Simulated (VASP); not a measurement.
Input of a VASP 6.6.1 run:

Contents of INCAR:

```
SYSTEM = P
PREC     = Accurate       ! precision mode
ENCUT    = 520            ! plane-wave cutoff, eV
EDIFF    = 1E-6           ! SCF threshold, eV
ISMEAR   = 0              ! smearing method
SIGMA    = 0.1            ! smearing width, eV
LREAL    = .FALSE.        ! projectors in reciprocal space
LASPH    = .TRUE.         ! aspherical terms in the spheres
NELM     = 100            ! most SCF steps
ALGO     = Normal         ! electronic algorithm
ISIF     = 2              ! what is computed and relaxed
LWAVE    = .FALSE.        ! write WAVECAR
LCHARG   = .TRUE.         ! write CHGCAR
GGA      = PE             ! functional
IVDW     = 12             ! dispersion correction
LELF     = .TRUE.         ! ELF
LVHAR    = .TRUE.       
NBANDS   = 8              ! bands
```

The input KPOINTS:

```
Automatic mesh
0
G
  18 18 18
  0 0 0
```

The input POSCAR:

```
P
1.0
    2.3540986361      0.0000000000      0.0000000000
    0.0000000000      2.3540986361      0.0000000000
    0.0000000000      0.0000000000      2.3541042775
P
1
Direct
    0.0000000000      0.0000000000      0.0000000000
```

Potentials or basis: VASP PAW PBE potentials, release 64 (P).

Run with:

```console
$ cat potpaw_PBE.64/P/POTCAR > POTCAR
$ mpirun -np 1 vasp_std > vasp.out
```

**Question.** Predict the pressure.

**Answer.** 9.6 GPa.

**Question.** Estimate the dispersion energy per atom.

**Answer.** -0.542 eV.

Caveat: pairwise dispersion overbinds metals, which lowers pressure and volume.
